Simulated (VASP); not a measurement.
Here is a VASP 6.6.1 calculation.

The input POSCAR:

```
InAs
1.0
    4.7278667491      0.0000000000      0.0000000000
   -2.3639333745      4.0944527104      0.0000000000
    0.0000000000      0.0000000000      5.8965257475
In As
2 2
Direct
    0.3333333333      0.6666666667      0.2500000000
    0.6666666667      0.3333333333      0.7500000000
    0.6666666667      0.3333333333      0.2500000000
    0.3333333333      0.6666666667      0.7500000000
```

The input INCAR.step1:

```
  PREC = Accurate
  ENCUT = 600
  ISMEAR = -1
  SIGMA = 0.02
  LREAL = F
  LASPH = T
  NELM = 100
  GGA = PE
  ALGO = Normal
  EDIFF = 1E-4
  LWAVE = T
  LCHARG = F
```

File INCAR.step2:

```
  PREC = Accurate
  ENCUT = 600
  EDIFF = 1E-7
  ISMEAR = -1
  SIGMA = 0.02
  LREAL = F
  LASPH = T
  NELM = 100
  ALGO = Normal
  ISIF = 3
  LWAVE = F
  LCHARG = F
  METAGGA = R2SCAN
  LMIXTAU = T
  IBRION = 2
  NSW = 80
  EDIFFG = -0.005
  ISTART = 1
```

File KPOINTS:

```
regular mesh
0
Gamma
  6 6 4
```

Potentials or basis: VASP PAW PBE potentials, release 64 (In_d, As).

Command:

```sh
$ cat potpaw_PBE.64/In_d/POTCAR potpaw_PBE.64/As/POTCAR > POTCAR
$ cp INCAR.step1 INCAR
$ mpirun -np 1 vasp_std > vasp.out
$ cp INCAR.step2 INCAR
$ mpirun -np 1 vasp_std > vasp.out
```

What does it give for the relaxed volume?

27.59 Å³/atom.

Estimate the band gap on the k mesh.

zero (band 18 reaches 4.66 eV, above the bottom of band 19 at 3.75 eV).

What does it give for the space group after relaxing (to 0.05 Å)?

P6_3/mmc (No. 194).

What does it give for the relaxed cell?

a = 4.609 Å, b = 4.609 Å, c = 5.999 Å, α = 90.00°, β = 90.00°, γ = 120.00°.

Step by step:
```csv
step,energy change (eV),largest force (eV/Å),pressure (GPa),volume (Å³)
1,0.0000,0.0000,-1.91,114.15
2,-0.0277,0.0000,0.74,108.61
3,-0.0298,0.0000,0.19,109.70
4,-0.0350,0.0000,0.23,109.69
5,-0.0406,0.0000,0.37,109.64
6,-0.0406,0.0000,-0.34,111.03
7,-0.0414,0.0000,0.02,110.34
8,-0.0414,0.0000,0.00,110.35
9,-0.0414,0.0000,0.00,110.36
```

Caveat: the PAW data sets were made with another functional, which shifts forces and pressure a little; spin-orbit coupling is left out, which moves the levels of the heavy elements.
